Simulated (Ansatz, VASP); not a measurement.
# Two plane-wave programs on Yb

Contents of INCAR:

```
PREC = Accurate ; ENCUT = 520
EDIFF = 1E-6 ; ISMEAR = -1
SIGMA = 0.1 ; LREAL = F
LASPH = T ; NELM = 100
ALGO = Normal ; ISIF = 2
LWAVE = F ; LCHARG = F
GGA = B5 ; ALDAX = 1.0
AGGAX = 1.0 ; AGGAC = 1.0
ALDAC = 0.0 ; NBANDS = 18
```

KPOINTS

```
regular mesh
0
Gamma
  17 17 17
```

Contents of POSCAR:

```
Yb
1.0
    0.0000000000      2.5414180104      2.5414180104
    2.5414180104      0.0000000000      2.5414180104
    2.5414180104      2.5414180104      0.0000000000
Yb
1
Direct
    0.0000000000      0.0000000000      0.0000000000
```

Input for Ansatz:

```yaml
crystal:
  lattice:
    - [0.0, 2.5414180104, 2.5414180104]
    - [2.5414180104, 0.0, 2.5414180104]
    - [2.5414180104, 2.5414180104, 0.0]
  atoms:
    - { symbol: Yb, position: [0.0, 0.0, 0.0] }
hamiltonian:
  xc: blyp
  pseudopotentials:
    kind: paw
    azcp:
      Yb: "pseudopotentials/Yb.paw.azcp"
basis:
  ecutwfc: 420
  fft_grid_basis: typed
kpoints:
  mp_grid: { grid: [17, 17, 17], shift: [0, 0, 0] }
magnetization:
  spin_polarized: false
scf:
  occupations: { method: fermi_dirac, width: 0.1 }
output:
  stress: true
```

Alike in both runs: task single point; functional BLYP; k mesh 17 × 17 × 17; occupations fermi-dirac, width 0.1 eV; no spin polarisation.

|  | VASP | Ansatz |
| --- | --- | --- |
| version | VASP 6.6.1 | Ansatz 0.2.0 |
| potentials or method | VASP PAW PBE potentials, release 64 (Yb), cutoff 520 eV | plane waves (420 eV) with PAW, scalar-relativistic |
| valence electrons in the cell | 24 | 24 |

Ansatz gave:

* pressure (GPa): 2.7

Q: What did VASP give for the same quantities?

A: Pressure (GPa): 2.4.

VASP's potentials were made for PBE, not for BLYP.

Spin-orbit coupling is off throughout.
